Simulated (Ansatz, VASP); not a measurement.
**One calculation of Sc4Be, two programs**

```
Sc Be
1.0
     4.90282    0.00000    0.00000
     0.00000    4.90282    0.00000
     0.00000    0.00000    4.90282
Sc Be
4 1
Cartesian
  0.0000 2.4514 2.4514
  2.4514 0.0000 2.4514
  2.4514 2.4514 0.0000
  0.0000 0.0000 0.0000
  2.4514 2.4514 2.4514
```

Alike in both runs: functional PBE; k mesh 8 × 8 × 8; occupations gaussian, width 0.1 eV; no spin polarisation.

Ansatz relaxed the structure, and its values are those at the end. VASP's run is a single point on that final structure, the one shown.

|  | VASP | Ansatz |
| --- | --- | --- |
| version | VASP 6.6.1 | Ansatz 0.2.0 |
| potentials or method | VASP PAW PBE potentials, release 64 (Sc_sv, Be), cutoff 520 eV | scalar-relativistic, plane waves, PAW |
| valence electrons in the cell | 46 | 46 |

|  | VASP | Ansatz | Ansatz less VASP |
| --- | --- | --- | --- |
| gap on the k mesh at the Fermi level (eV) | none | none | - |
| pressure (GPa) | 0.0 | 0.0 | -0.05 |

A gap of «none» marks a metal or a gap that the smearing closes.
